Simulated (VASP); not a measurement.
Runs of VASP 6.6.1 on CaO (Lime). The structure is that of space group Fm-3m (No. 225), or close to it. The cells are those of the table. 

```csv
level,cell,k mesh,smearing,gap on the mesh (eV),pressure (GPa)
PBE,"a = 3.391, b = 3.391, c = 3.406 Å, angles 59.9, 59.9, 59.7°, 2 atoms",10 × 10 × 10,fermi-dirac 0.02 eV,(b),3.1
r2SCAN,"a = 3.415 Å, angles 60.0°, 2 atoms",10 × 10 × 10,gaussian 0.01 eV,4.19,-1.4
PBE,"a = 3.391 Å, angles 60.0°, 2 atoms",6 × 6 × 6,gaussian 0.01 eV,3.63,3.1
r2SCAN,"a = 3.560 Å, angles 60.0°, 2 atoms",10 × 10 × 10,gaussian 0.01 eV,4.18,-11.9
r2SCAN,"a = 3.391 Å, angles 60.0°, 2 atoms",10 × 10 × 10,gaussian 0.01 eV,4.19,1.1
PBE,"a = 3.454, b = 3.391 Å, angles 60.6, 58.8, 60.6°, 2 atoms",6 × 6 × 6,gaussian 0.01 eV,3.59,-0.6
PBE,"a = 3.560 Å, angles 60.0°, 2 atoms",10 × 10 × 10,fermi-dirac 0.02 eV,3.63,-9.7
PBE,"a = 3.391 Å, angles 60.0°, 2 atoms",10 × 10 × 10,fermi-dirac 0.02 eV,3.63,3.1
PBE,"a = 3.560 Å, angles 60.0°, 2 atoms",6 × 6 × 6,gaussian 0.01 eV,3.63,-9.7
PBE,"a = 3.415 Å, angles 60.0°, 2 atoms",10 × 10 × 10,fermi-dirac 0.02 eV,(a),0.7
r2SCAN,"a = 3.454, b = 3.391 Å, angles 60.6, 58.8, 60.6°, 2 atoms",10 × 10 × 10,gaussian 0.01 eV,4.14,(c)
PBE,"a = 3.454, b = 3.391 Å, angles 60.6, 58.8, 60.6°, 2 atoms",10 × 10 × 10,fermi-dirac 0.02 eV,3.59,-0.6
```

Alike in all rows: task single point; potentials or basis VASP PAW PBE potentials, release 64 (Ca_sv, O); no spin polarisation; cutoff (eV) 520.

Task: Fill in the values left out.

Result: (a) 3.64; (b) 3.62; (c) -2.7.

Caveats: the PAW data sets were made with another functional, which shifts forces and pressure a little (some runs).

A k mesh can miss the band edges.
